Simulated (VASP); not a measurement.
# Pt (Fm-3m) in VASP: further runs, part 2 of 2

VASP 6.6.1. The steps go on from the part before.

## (3) Single point, BLYP

Input file INCAR:

```
AGGAC    = 1.0          
AGGAX    = 1.0          
ALDAC    = 0.0          
ALDAX    = 1.0          
ALGO     = Normal         # electronic algorithm
EDIFF    = 1E-7           # SCF threshold, eV
ENCUT    = 520            # plane-wave cutoff, eV
GGA      = B5             # functional
ISIF     = 2              # what is computed and relaxed
ISMEAR   = -1             # smearing method
LASPH    = True           # aspherical terms in the spheres
LCHARG   = True           # write CHGCAR
LELF     = True           # ELF
LREAL    = False          # projectors in reciprocal space
LVHAR    = True         
LWAVE    = False          # write WAVECAR
NBANDS   = 11             # bands
NELM     = 100            # most SCF steps
PREC     = Accurate       # precision mode
SIGMA    = 0.1            # smearing width, eV
```

Input file KPOINTS:

```
k-points
0
Gamma
  15 15 15
```

Input file POSCAR:

```
Pt
1.0
    0.0000000000      1.9609000000      1.9609000000
    1.9609000000      0.0000000000      1.9609000000
    1.9609000000      1.9609000000      0.0000000000
Pt
1
Direct
    0.0000000000      0.0000000000      0.0000000000
```

Potentials or basis: VASP PAW PBE potentials, release 64 (Pt).

On the command line:

```sh
> cat potpaw_PBE.64/Pt/POTCAR > POTCAR
> mpirun -np 1 vasp_std > vasp.out
```

OUTCAR:

```text
EDIFF = 1E-7
   ENCUT = 520
   GGA = B5
   ISIF = 2
   ISMEAR = -1
   LASPH = True
   LREAL = False
   NELM = 100
   PREC = Accurate

 ion  position               nearest neighbor table
   1  0.000  0.000  0.000-

  LATTYP: Found a face centered cubic cell.
 ALAT       =     3.9218000000

  Lattice vectors:

 A1 = (   0.0000000000,   1.9609000000,   1.9609000000)
 A2 = (   1.9609000000,   0.0000000000,   1.9609000000)
 A3 = (   1.9609000000,   1.9609000000,   0.0000000000)

Analysis of symmetry for initial positions (statically):
=====================================================================
 Subroutine PRICEL returns:
 Original cell was already a primitive cell.

 Routine SETGRP: Setting up the symmetry group for a
 face centered cubic supercell.

 Subroutine GETGRP returns: Found 48 space group operations
[... 9 lines left out ...]

 Routine SETGRP: Setting up the symmetry group for a
 face centered cubic supercell.

 Subroutine GETGRP returns: Found 48 space group operations
[... 11 lines left out ...]
                                     Primitive cell

  volume of cell :      15.0798

  direct lattice vectors                    reciprocal lattice vectors
     0.000000000  1.960900000  1.960900000    -0.254984956  0.254984956  0.254984956
     1.960900000  0.000000000  1.960900000     0.254984956 -0.254984956  0.254984956
     1.960900000  1.960900000  0.000000000     0.254984956  0.254984956 -0.254984956

  length of vectors
     2.773131374  2.773131374  2.773131374     0.441646899  0.441646899  0.441646899

  position of ions in fractional coordinates (direct lattice)
     0.000000000  0.000000000  0.000000000

  ion indices of the primitive-cell ions
   primitive index   ion index
                 1           1

----------------------------------------------------------------------------------------

 KPOINTS: k-points

Automatic generation of k-mesh.
 Grid dimensions read from file:
 generate k-points for:   15   15   15

 Generating k-lattice:

  Cartesian coordinates                     Fractional coordinates (reciprocal lattice)
    -0.016998997  0.016998997  0.016998997     0.066666667  0.000000000  0.000000000
     0.016998997 -0.016998997  0.016998997     0.000000000  0.066666667  0.000000000
     0.016998997  0.016998997 -0.016998997     0.000000000  0.000000000  0.066666667

  Length of vectors
     0.029443127  0.029443127  0.029443127

  Shift w.r.t. Gamma in fractional coordinates (k-lattice)
     0.000000000  0.000000000  0.000000000

 Subroutine IBZKPT returns following result:
 ===========================================

 Found    120 irreducible k-points:

 Following reciprocal coordinates:
            Coordinates               Weight
  0.000000  0.000000  0.000000      1.000000
  0.066667  0.000000  0.000000      8.000000
  0.133333  0.000000  0.000000      8.000000
  0.200000  0.000000  0.000000      8.000000
  0.266667  0.000000  0.000000      8.000000
  0.333333  0.000000  0.000000      8.000000
[... 16 lines left out ...]
  0.133333  0.133333  0.000000      6.000000
  0.200000  0.133333  0.000000     24.000000
 [... further k-points ...]
   k-points           NKPTS =    120   k-points in BZ     NKDIM =    120   number of bands    NBANDS=     11
   number of dos      NEDOS =    301   number of ions     NIONS =      1
   total plane-waves  NPLWV =  13824
   dimension x,y,z NGX =    24 NGY =   24 NGZ =   24
   dimension x,y,z NGXF=    48 NGYF=   48 NGZF=   48
   ions per type =               1
   NGX,Y,Z   is equivalent  to a cutoff of  14.39, 14.39, 14.39 a.u.
   NGXF,Y,Z  is equivalent  to a cutoff of  28.78, 28.78, 28.78 a.u.
 SYSTEM =  unknown system
   PREC   = accura    normal or accurate (medium, high low for compatibility)
   ISTART =      0    job   : 0-new  1-cont  2-samecut
   ICHARG =      2    charge: 1-file 2-atom 10-const
   ISPIN  =      1    spin polarized calculation?
   LNONCOLLINEAR =      F non collinear calculations
   LSORBIT =      F    spin-orbit coupling
   LASPH  =      T    aspherical Exc in radial PAW
   ENCUT  =  520.0 eV  38.22 Ry    6.18 a.u.   5.16  5.16  5.16*2*pi/ulx,y,z
   NELM   =    100;   NELMIN=  2; NELMDL= -5     # of ELM steps
   EDIFF  = 0.1E-06   stopping-criterion for ELM
   LREAL  =      F    real-space projection
   EDIFFG = 0.1E-05   stopping-criterion for IOM
   NSW    =      0    number of steps for IOM
   IBRION =     -1    ionic relax: 0-MD 1-quasi-New 2-CG
   NFREE  =      0    steps in history (QN), initial steepest desc. (CG)
   ISIF   =      2    stress and relaxation
   ISYM   =      2    0-nonsym 1-usesym 2-fastsym
   POTIM  = 0.5000    time-step for ionic-motion
   TEBEG  =    0.0;   TEEND  =   0.0 temperature during run
   PSTRESS=    0.0 pullay stress
   NELECT =      10.0000    total number of electrons
   NUPDOWN=      -1.0000    fix difference up-down
   EMIN   =  10.00;   EMAX   =-10.00  energy-range for DOS
   EFERMI =   0.00;   METHOD = LEGACY
   ISMEAR =    -1;   SIGMA  =   0.10  broadening in eV -4-tet -1-fermi 0-gaus
   EFERMI_NEDOS =   21; number of points for ismear=-14 and -15
   IALGO  =     38    algorithm
   IMIX   =      4    mixing-type and parameters
     AMIX     =   0.40;   BMIX     =  1.00
     AMIX_MAG =   1.60;   BMIX_MAG =  1.00
  volume/ion in A,a.u.               =      15.08       101.76
  Fermi-wavevector in a.u.,A,eV,Ry     =   1.427609  2.697791 27.729605  2.038068
  Thomas-Fermi vector in A             =   2.547760
   LORBIT       =      0    0 simple, 1 ext, 2 COOP (PROOUT), +10 PAW based schemes
   GGA     = B5    functional components
   LHFCALC =     F    Hartree Fock is set to
   AEXX    =    0.0000 exact exchange contribution
   IVDW    =     0    specifies the selected vdW correction
   LEPSILON=     F    determine dielectric tensor
   LRPA    =     F    only Hartree local field effects (RPA)
 non-spin polarized calculation
  energy-cutoff  :      520.00
  volume of cell :       15.08
 maximum number of plane-waves:       419
 NGX is ok and might be reduce to    24
   NGX = 11   NGY = 11   NGZ = 11

 number of electron      10.0000000 magnetization

 Free energy of the ion-electron system (eV)
  ---------------------------------------------------
  ext. energy  EPLUGINS =         0.00000000
  ---------------------------------------------------
  free energy    TOTEN  =        -4.90333642 eV

  energy without entropy =       -4.85017094  energy(sigma->0) =       -4.87675368

 E-fermi :  11.8843     XC(G=0): -12.7946

 val. band max:       11.8839792829   @ k =  -0.4667   0.2000   0.0000
 cond. band min:      11.8936741751   @ k =   0.4667   0.0667   0.0000
 fundamental gap:      0.0096948921
 Fermi energy:        11.8842952746

 k-point     1 :       0.0000    0.0000    0.0000
  band No.  band energies     occupation
      1       1.8020      2.00000
      2       8.0569      2.00000
      3       8.0569      2.00000
      4       8.0569      2.00000
      5      10.2077      2.00000
      6      10.2077      2.00000
      7      26.8007      0.00000
      8      31.6177      0.00000
      9      31.6177      0.00000
     10      31.6177      0.00000
     11      37.3980      0.00000

 k-point     2 :       0.0667    0.0000    0.0000
  band No.  band energies     occupation
      1       1.9814      2.00000
      2       7.9803      2.00000
      3       8.1280      2.00000
      4       8.1281      2.00000
      5      10.1688      2.00000
      6      10.1688      2.00000
      7      27.0785      0.00000
      8      30.7529      0.00000
      9      31.8936      0.00000
     10      31.8936      0.00000
     11      38.3351      0.00000

 k-point     3 :       0.1333    0.0000    0.0000
  band No.  band energies     occupation
      1       2.4943      2.00000
      2       7.8012      2.00000
      3       8.3006      2.00000
      4       8.3006      2.00000
      5      10.1035      2.00000
      6      10.1035      2.00000
      7      27.7959      0.00000
      8      29.0156      0.00000
      9      32.6844      0.00000
     10      32.6844      0.00000
     11      38.1243      0.00000
[... 267 lines left out ...]
 k-point    23 :       0.1333    0.1333    0.0000
  band No.  band energies     occupation
      1       2.7322      2.00000
      2       7.4878      2.00000
      3       8.5503      2.00000
      4       8.5503      2.00000
      5       9.5780      2.00000
      6      10.4541      2.00000
      7      28.2341      0.00000
      8      30.2256      0.00000
      9      31.5498      0.00000
     10      31.5498      0.00000
     11      39.5356      0.00000

 k-point    24 :       0.2000    0.1333    0.0000
  band No.  band energies     occupation
      1       3.3125      2.00000
      2       7.2400      2.00000
      3       8.7189      2.00000
      4       8.7918      2.00000
      5       9.4544      2.00000
      6      10.5909      2.00000
      7      28.8457      0.00000
      8      29.0817      0.00000
      9      31.4254      0.00000
     10      32.1067      0.00000
     11      37.1102      0.00000

 [... further k-points ...]
[... 5 lines left out ...]
  --------------------------------------------------------------------------------------
  -------------------------------------------------------------------------------------
  Total        2.5761251      2.5761251      2.5761251      0.0000000      0.0000000      0.0000000
  in kB      273.7040380    273.7040380    273.7040380      0.0000000      0.0000000      0.0000000
  external PRESSURE =     273.7040380 kB  Pullay stress =       0.0000000 kB

 VOLUME and BASIS-vectors are now :
 -----------------------------------------------------------------------------
  energy-cutoff  :      520.00
  volume of cell :       15.08
      direct lattice vectors                 reciprocal lattice vectors
     0.000000000  1.960900000  1.960900000    -0.254984956  0.254984956  0.254984956
     1.960900000  0.000000000  1.960900000     0.254984956 -0.254984956  0.254984956
     1.960900000  1.960900000  0.000000000     0.254984956  0.254984956 -0.254984956

 POSITION                                       TOTAL-FORCE (eV/Angst)
 -----------------------------------------------------------------------------------
      0.00000      0.00000      0.00000         0.000000      0.000000      0.000000
 -----------------------------------------------------------------------------------
    total drift:                                0.000000     -0.000000     -0.000000

  FREE ENERGIE OF THE ION-ELECTRON SYSTEM (eV)
  ---------------------------------------------------
  free  energy   TOTEN  =        -4.9033364213 eV

  energy  without entropy=       -4.8501709437  energy(sigma->0) =       -4.87675368
```

Run time: 14 s. Hardware: 1 thread of Intel Xeon 6975P-C (Granite Rapids), shared host; peak memory 0.15 GiB.

Results:

- Free energy: -4.9033 eV
- Pressure: 27.4 GPa
- Band gap on the k mesh: zero (band 5 reaches 12.31 eV, above the bottom of band 6 at 10.10 eV)

Caveat: the PAW data sets were made with another functional, which shifts forces and pressure a little; spin-orbit coupling is left out, which moves the levels of the heavy elements.
